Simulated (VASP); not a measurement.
Set up this calculation in VASP 6.6.1, as the native input.

* Task: single point
* Functional: LDA
* Potentials or basis: VASP PAW LDA potentials, release 64 (Sn_d, Se)
* Cutoff: 520 eV
* k mesh: 6 × 6 × 4
* Occupations: gaussian, width 0.05 eV
* Spin: no spin polarisation
* Dipole correction: no
* Further INCAR settings: ALGO = Normal; EDIFF = 1e-06; NBANDS = 28

The structure of SnSe lies in POSCAR:

```
SnSe
1.0
    4.3067540562      0.0000000000      0.0000000000
    0.0000000000      4.3067540562      0.0000000000
    0.0000000000      0.0000000000     10.9906921300
Sn Se
2 2
Direct
    0.5000000000      0.0000000000      0.3722291100
    0.0000000000      0.5000000000      0.6277708900
    0.5000000000      0.0000000000      0.6160394900
    0.0000000000      0.5000000000      0.3839605100
```

This cell differs from its parent crystal: strain +0.0050 x Voigt [1, 1, 0, 0, 0, 0].

One way to write it, as run:

INCAR

```
ALGO = Normal ; EDIFF = 1E-6
ENCUT = 520 ; ISIF = 2
ISMEAR = 0 ; LASPH = T
LCHARG = T ; LELF = T
LREAL = F ; LVHAR = T
LWAVE = F ; NBANDS = 28
NELM = 100 ; PREC = Accurate
SIGMA = 0.05
```

KPOINTS

```
k-points
0
Gamma
  6 6 4
```

Potentials or basis: VASP PAW LDA potentials, release 64 (Sn_d, Se).

Command:

```bash
$ cat potpaw_LDA.64/Sn_d/POTCAR potpaw_LDA.64/Se/POTCAR > POTCAR
$ mpirun -np 1 vasp_std > vasp.out
```

It gave:

```json
{
 "Largest force": "0.247 eV/Å",
 "Band gap on the k mesh": "1.45 eV"
}
```

Caveat: the cell differs from its parent crystal (strain +0.0050 x Voigt [1, 1, 0, 0, 0, 0]); spin-orbit coupling is left out, which moves the levels of the heavy elements.

Wall time 4.2 min on 1 thread of Intel Xeon 8259CL, with other jobs on the host, peak memory 0.32 GiB.
